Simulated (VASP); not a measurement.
# Zn5Ga in VASP: notebook

Runs on Zn5Ga. Level: PBE. Tasks: single point.

Everything below comes from runs of VASP 6.6.1. Logs are shortened: lines on timing, memory, paths and dates and some standing lists are left out, and cuts for length are marked.

## Step 1: The cell of the first run

The cell holds a slab with vacuum, 6 atoms: a = 2.636 Å, b = 5.093 Å, c = 21.326 Å, α = 90.00°, β = 90.00°, γ = 90.00°.

## Step 2: Single point, PBE

INCAR reads:

```
SYSTEM = Zn5Ga
ALGO = Normal
DIPOL = 0.5 0.5 0.500
EDIFF = 1E-6
ENCUT = 520
GGA = PE
IDIPOL = 3
ISIF = 2
ISMEAR = -1
LASPH = .True.
LCHARG = .False.
LDIPOL = .True.
LREAL = .False.
LWAVE = .False.
NBANDS = 46
NELM = 100
PREC = Accurate
SIGMA = 0.1
```

KPOINTS reads:

```
k-points
0
Gamma
  14 7 1
  0 0 0
```

POSCAR reads:

```
Zn5Ga
1.0
    2.6358129023      0.0000000000      0.0000000000
    0.0000000000      5.0929172529      0.0000000000
    0.0000000000      0.0000000000     21.3263000000
Zn Ga
5 1
Direct
    0.7500000000      0.7500000000      0.3861879559
    0.2500000000      0.2500000000      0.3858825422
    0.7500000000      0.2500000000      0.4998477720
    0.7500000000      0.7500000000      0.6141174587
    0.2500000000      0.2500000000      0.6138120462
    0.2500000000      0.7500000000      0.5001522250
```

Potentials or basis: VASP PAW PBE potentials, release 64 (Zn, Ga_d).

On the command line:

```bash
> cat potpaw_PBE.64/Zn/POTCAR potpaw_PBE.64/Ga_d/POTCAR > POTCAR
> mpirun -np 1 vasp_std > vasp.out
```

OUTCAR:

```text
SYSTEM = Zn5Ga
   EDIFF = 1E-6
   ENCUT = 520
   GGA = PE
   ISIF = 2
   ISMEAR = -1
   LASPH = .True.
   LREAL = .False.
   NELM = 100
   PREC = Accurate

 ion  position               nearest neighbor table
   1  0.750  0.750  0.386-   6 2.76   6 2.76   2 2.87   2 2.87   2 2.87   2 2.87
   2  0.250  0.250  0.386-   3 2.76   3 2.76   1 2.87   1 2.87   1 2.87   1 2.87
   3  0.750  0.250  0.500-   5 2.76   5 2.76   2 2.76   2 2.76   6 2.87   6 2.87   6 2.87   6 2.87

   4  0.750  0.750  0.614-   6 2.76   6 2.76   5 2.87   5 2.87   5 2.87   5 2.87
   5  0.250  0.250  0.614-   3 2.76   3 2.76   4 2.87   4 2.87   4 2.87   4 2.87
   6  0.250  0.750  0.500-   1 2.76   1 2.76   4 2.76   4 2.76   3 2.87   3 2.87   3 2.87   3 2.87

  LATTYP: Found a simple orthorhombic cell.
 ALAT       =     2.6358129023
 B/A-ratio  =     1.9321998342
 C/A-ratio  =     8.0909764048

  Lattice vectors:

 A1 = (   2.6358129023,   0.0000000000,   0.0000000000)
 A2 = (   0.0000000000,   5.0929172529,   0.0000000000)
 A3 = (   0.0000000000,   0.0000000000,  21.3263000000)

Analysis of symmetry for initial positions (statically):
=====================================================================
 Subroutine PRICEL returns:
 Original cell was already a primitive cell.

 Routine SETGRP: Setting up the symmetry group for a
 simple orthorhombic supercell.

 Subroutine GETGRP returns: Found  4 space group operations
 (whereof  1 operations were pure point group operations)
 out of a pool of  8 trial point group operations.

The static configuration has the point symmetry C_1 .
 The point group associated with its full space group is C_2v.

Analysis of symmetry for dynamics (positions and initial velocities):
=====================================================================
 Subroutine PRICEL returns:
 Original cell was already a primitive cell.

 Routine SETGRP: Setting up the symmetry group for a
 simple orthorhombic supercell.

 Subroutine GETGRP returns: Found  4 space group operations
 (whereof  1 operations were pure point group operations)
 out of a pool of  8 trial point group operations.

The dynamic configuration has the point symmetry C_1 .
 The point group associated with its full space group is C_2v.

 Subroutine INISYM returns: Found  4 space group operations
 (whereof  1 operations are pure point group operations),
 and found     1 'primitive' translations

----------------------------------------------------------------------------------------

                                     Primitive cell

  volume of cell :     286.2838

  direct lattice vectors                    reciprocal lattice vectors
     2.635812902  0.000000000  0.000000000     0.379389599  0.000000000  0.000000000
     0.000000000  5.092917253  0.000000000     0.000000000  0.196351119  0.000000000
     0.000000000  0.000000000 21.326300000     0.000000000  0.000000000  0.046890459

  length of vectors
     2.635812902  5.092917253 21.326300000     0.379389599  0.196351119  0.046890459

  position of ions in fractional coordinates (direct lattice)
     0.750000000  0.750000000  0.386187956
     0.250000000  0.250000000  0.385882542
     0.750000000  0.250000000  0.499847772
     0.750000000  0.750000000  0.614117459
     0.250000000  0.250000000  0.613812046
     0.250000000  0.750000000  0.500152225

  ion indices of the primitive-cell ions
   primitive index   ion index
                 1           1
                 2           2
                 3           3
                 4           4
                 5           5
                 6           6

----------------------------------------------------------------------------------------

 KPOINTS: k-points

Automatic generation of k-mesh.
 Grid dimensions read from file:
 generate k-points for:   14    7    1

 Generating k-lattice:

  Cartesian coordinates                     Fractional coordinates (reciprocal lattice)
     0.027099257  0.000000000  0.000000000     0.071428571  0.000000000  0.000000000
     0.000000000  0.028050160  0.000000000     0.000000000  0.142857143  0.000000000
     0.000000000  0.000000000  0.046890459     0.000000000  0.000000000  1.000000000

  Length of vectors
     0.027099257  0.028050160  0.046890459

  Shift w.r.t. Gamma in fractional coordinates (k-lattice)
     0.000000000  0.000000000  0.000000000

 Subroutine IBZKPT returns following result:
 ===========================================

 Found     32 irreducible k-points:

 Following reciprocal coordinates:
            Coordinates               Weight
  0.000000  0.000000  0.000000      1.000000
  0.071429  0.000000  0.000000      2.000000
  0.142857  0.000000  0.000000      2.000000
  0.214286  0.000000  0.000000      2.000000
  0.285714  0.000000  0.000000      2.000000
  0.357143  0.000000  0.000000      2.000000
[... 16 lines left out ...]
  0.428571  0.285714  0.000000      4.000000
  0.500000  0.285714  0.000000      2.000000
 [... further k-points ...]
   k-points           NKPTS =     32   k-points in BZ     NKDIM =     32   number of bands    NBANDS=     46
   number of dos      NEDOS =    301   number of ions     NIONS =      6
   total plane-waves  NPLWV = 128000
   dimension x,y,z NGX =    20 NGY =   40 NGZ =  160
   dimension x,y,z NGXF=    40 NGYF=   80 NGZF=  320
   ions per type =               5   1
   NGX,Y,Z   is equivalent  to a cutoff of  12.61, 13.06, 12.47 a.u.
   NGXF,Y,Z  is equivalent  to a cutoff of  25.23, 26.11, 24.95 a.u.
 SYSTEM =  Zn5Ga
   PREC   = accura    normal or accurate (medium, high low for compatibility)
   ISTART =      0    job   : 0-new  1-cont  2-samecut
   ICHARG =      2    charge: 1-file 2-atom 10-const
   ISPIN  =      1    spin polarized calculation?
   LNONCOLLINEAR =      F non collinear calculations
   LSORBIT =      F    spin-orbit coupling
   LASPH  =      T    aspherical Exc in radial PAW
   ENCUT  =  520.0 eV  38.22 Ry    6.18 a.u.   4.90  9.47 39.65*2*pi/ulx,y,z
   NELM   =    100;   NELMIN=  2; NELMDL= -5     # of ELM steps
   EDIFF  = 0.1E-05   stopping-criterion for ELM
   LREAL  =      F    real-space projection
   EDIFFG = 0.1E-04   stopping-criterion for IOM
   NSW    =      0    number of steps for IOM
   IBRION =     -1    ionic relax: 0-MD 1-quasi-New 2-CG
   NFREE  =      0    steps in history (QN), initial steepest desc. (CG)
   ISIF   =      2    stress and relaxation
   ISYM   =      2    0-nonsym 1-usesym 2-fastsym
   POTIM  = 0.5000    time-step for ionic-motion
   TEBEG  =    0.0;   TEEND  =   0.0 temperature during run
   PSTRESS=    0.0 pullay stress
   NELECT =      73.0000    total number of electrons
   NUPDOWN=      -1.0000    fix difference up-down
   EMIN   =  10.00;   EMAX   =-10.00  energy-range for DOS
   EFERMI =   0.00;   METHOD = LEGACY
   ISMEAR =    -1;   SIGMA  =   0.10  broadening in eV -4-tet -1-fermi 0-gaus
   EFERMI_NEDOS =   21; number of points for ismear=-14 and -15
   IALGO  =     38    algorithm
   IMIX   =      4    mixing-type and parameters
     AMIX     =   0.40;   BMIX     =  1.00
     AMIX_MAG =   1.60;   BMIX_MAG =  1.00
  volume/ion in A,a.u.               =      47.71       321.99
  Fermi-wavevector in a.u.,A,eV,Ry     =   1.038126  1.961774 14.663085  1.077706
  Thomas-Fermi vector in A             =   2.172596
   LORBIT       =      0    0 simple, 1 ext, 2 COOP (PROOUT), +10 PAW based schemes
   GGA     = PE    functional components
   LHFCALC =     F    Hartree Fock is set to
   AEXX    =    0.0000 exact exchange contribution
   IVDW    =     0    specifies the selected vdW correction
   LEPSILON=     F    determine dielectric tensor
   LRPA    =     F    only Hartree local field effects (RPA)
 non-spin polarized calculation
  energy-cutoff  :      520.00
  volume of cell :      286.28
 maximum number of plane-waves:      7763
 NGX is ok and might be reduce to    20
   NGX =  9   NGY = 19   NGZ = 79

 dipolmoment           0.000000      0.000000     -0.000333 electrons x Angstroem

 number of electron      72.9999957 magnetization

 dipolmoment           0.000000      0.000000      0.000081 electrons x Angstroem

 Free energy of the ion-electron system (eV)
  ---------------------------------------------------
  ext. energy  EPLUGINS =         0.00000000
  ---------------------------------------------------
  free energy    TOTEN  =        -7.50603077 eV

  energy without entropy =       -7.45460482  energy(sigma->0) =       -7.48031780

 E-fermi :  -1.6536     XC(G=0):  -4.6196

 val. band max:       -1.7297595141   @ k =   0.4286   0.0000   0.0000
 cond. band min:      -1.5201460968   @ k =   0.3571   0.0000   0.0000
 fundamental gap:      0.2096134172
 Fermi energy:        -1.6535871010

 k-point     1 :       0.0000    0.0000    0.0000
  band No.  band energies     occupation
      1     -16.9325      2.00000
      2     -16.6934      2.00000
      3     -16.6534      2.00000
      4     -16.5228      2.00000
      5     -16.5130      2.00000
      6     -11.7640      2.00000
[... 38 lines left out ...]
     45       3.7240      0.00000
     46       3.9767      0.00000

 k-point     2 :       0.0714    0.0000    0.0000
  band No.  band energies     occupation
      1     -16.9057      2.00000
      2     -16.6909      2.00000
      3     -16.6515      2.00000
      4     -16.5357      2.00000
      5     -16.5266      2.00000
      6     -11.6566      2.00000
[... 38 lines left out ...]
     45       3.8363      0.00000
     46       4.0839      0.00000

 k-point     3 :       0.1429    0.0000    0.0000
  band No.  band energies     occupation
      1     -16.8311      2.00000
      2     -16.6839      2.00000
      3     -16.6460      2.00000
      4     -16.5713      2.00000
      5     -16.5643      2.00000
      6     -11.3377      2.00000
[... 38 lines left out ...]
     45       4.1723      0.00000
     46       4.4053      0.00000

 k-point     4 :       0.2143    0.0000    0.0000
  band No.  band energies     occupation
      1     -16.7252      2.00000
      2     -16.6732      2.00000
      3     -16.6381      2.00000
      4     -16.6221      2.00000
      5     -16.6178      2.00000
      6     -10.8236      2.00000
[... 920 lines left out ...]
     45       3.4608      0.00000
     46       3.9273      0.00000

 k-point    23 :       0.4286    0.2857    0.0000
  band No.  band energies     occupation
      1     -16.7645      2.00000
      2     -16.7616      2.00000
      3     -16.6478      2.00000
      4     -16.6167      2.00000
      5     -16.4330      2.00000
      6      -9.5038      2.00000
[... 38 lines left out ...]
     45       3.7485      0.00000
     46       4.5096      0.00000

 k-point    24 :       0.5000    0.2857    0.0000
  band No.  band energies     occupation
      1     -16.7765      2.00000
      2     -16.7739      2.00000
      3     -16.6457      2.00000
      4     -16.6148      2.00000
      5     -16.4081      2.00000
      6      -9.5056      2.00000
[... 38 lines left out ...]
     45       3.9562      0.00000
     46       4.5046      0.00000

 [... further k-points ...]

------------------------ aborting loop because EDIFF is reached ----------------------------------------

 vacuum level on the upper side and lower side of the slab       (xc-potential included)        -0.009        -0.010

  FORCE on cell =-STRESS in cart. coord.  units (eV):
  Direction    XX          YY          ZZ          XY          YZ          ZX
  --------------------------------------------------------------------------------------
  -------------------------------------------------------------------------------------
  Total       -2.6156235     -4.5973165      1.0612261      0.0000000      0.0000000      0.0000000
  in kB      -14.6382477    -25.7287254      5.9391157      0.0000000      0.0000000      0.0000000
  external PRESSURE =     -11.4759525 kB  Pullay stress =       0.0000000 kB

 VOLUME and BASIS-vectors are now :
 -----------------------------------------------------------------------------
  energy-cutoff  :      520.00
  volume of cell :      286.28
      direct lattice vectors                 reciprocal lattice vectors
     2.635812902  0.000000000  0.000000000     0.379389599  0.000000000  0.000000000
     0.000000000  5.092917253  0.000000000     0.000000000  0.196351119  0.000000000
     0.000000000  0.000000000 21.326300000     0.000000000  0.000000000  0.046890459

 POSITION                                       TOTAL-FORCE (eV/Angst)
 -----------------------------------------------------------------------------------
      1.97686      3.81969      8.23596         0.000000      0.000000     -0.166794
      0.65895      1.27323      8.22945         0.000000      0.000000     -0.052824
      1.97686      1.27323     10.65990         0.000000      0.000000      0.002396
      1.97686      3.81969     13.09685         0.000000      0.000000      0.162252
      0.65895      1.27323     13.09034         0.000000      0.000000      0.057593
      0.65895      3.81969     10.66640         0.000000      0.000000     -0.002623
 -----------------------------------------------------------------------------------
    total drift:                               -0.000000     -0.000000      0.000700

  FREE ENERGIE OF THE ION-ELECTRON SYSTEM (eV)
  ---------------------------------------------------
  free  energy   TOTEN  =        -7.5060307706 eV

  energy  without entropy=       -7.4546048198  energy(sigma->0) =       -7.48031780

 vacuum level on the upper side and lower side of the slab         2.578         2.577
```

Wall time 6.3 min (1 thread of Intel Xeon Platinum 8488C (Sapphire Rapids), shared host); peak memory 0.58 GiB.

Results:

```yaml
Free_energy: -7.5060 eV
Largest_force: 0.167 eV/Å
Band_gap_on_the_k_mesh: zero (an odd number of electrons rules out a gap without spin polarisation)
```

Forces in eV/Å, atoms in the order of the input:
```
Zn   0.000  0.000 -0.167
Zn   0.000  0.000 -0.053
Zn   0.000  0.000  0.002
Zn   0.000  0.000  0.162
Zn   0.000  0.000  0.058
Ga   0.000  0.000 -0.003
```

Levels at points of the mesh, in eV from the Fermi level:
| k point | band 33 | band 34 | band 35 | band 36 | band 37 | band 38 | band 39 | band 40 |
| --- | --- | --- | --- | --- | --- | --- | --- | --- |
| (0.00, 0.00, 0.00) | -4.93 | -3.55 | -3.22 | -2.02 | -1.50 | -1.13 | 0.48 | 0.80 |
| (0.50, 0.00, 0.00) | -1.80 | -1.73 | -0.08 | 0.16 | 1.06 | 2.08 | 2.77 | 3.12 |

## Step 3: Single point, PBE

INCAR reads:

```
PREC = Accurate ; ENCUT = 520
EDIFF = 1E-6 ; ISMEAR = -1
SIGMA = 0.1 ; LREAL = False
LASPH = True ; NELM = 100
ALGO = Normal ; ISIF = 2
LWAVE = False ; LCHARG = False
LDIPOL = True ; IDIPOL = 3
DIPOL = 0.5 0.5 0.500 ; GGA = PE
NBANDS = 46
```

KPOINTS reads:

```
regular mesh
0
Gamma
  14 7 1
```

POSCAR is that of step 2.

Potentials or basis: VASP PAW PBE potentials, release 64 (Zn, Ga_d).

On the command line:

```bash
> cat potpaw_PBE.64/Zn/POTCAR potpaw_PBE.64/Ga_d/POTCAR > POTCAR
> mpirun -np 1 vasp_std > vasp.out
```

It took 6.5 min on 1 thread of Intel Xeon Platinum 8488C (Sapphire Rapids), shared host; peak memory 0.58 GiB.

The run converged. Its results:

- Free energy: -7.5060 eV
- Largest force: 0.167 eV/Å
- Band gap on the k mesh: zero (an odd number of electrons rules out a gap without spin polarisation)

Forces on the atoms (eV/Å):
```
Zn   0.000  0.000 -0.167
Zn   0.000  0.000 -0.053
Zn   0.000  0.000  0.002
Zn   0.000  0.000  0.162
Zn   0.000  0.000  0.058
Ga   0.000  0.000 -0.003
```

Levels at points of the mesh, in eV from the Fermi level:
```csv
k point,band 34,band 35,band 36,band 37,band 38,band 39
"(0.00, 0.00, 0.00)",-3.55,-3.22,-2.02,-1.50,-1.13,0.48
"(0.50, 0.00, 0.00)",-1.73,-0.08,0.16,1.06,2.08,2.77
```

The gap in the log of VASP goes by the Fermi energy; the results here count the filled bands.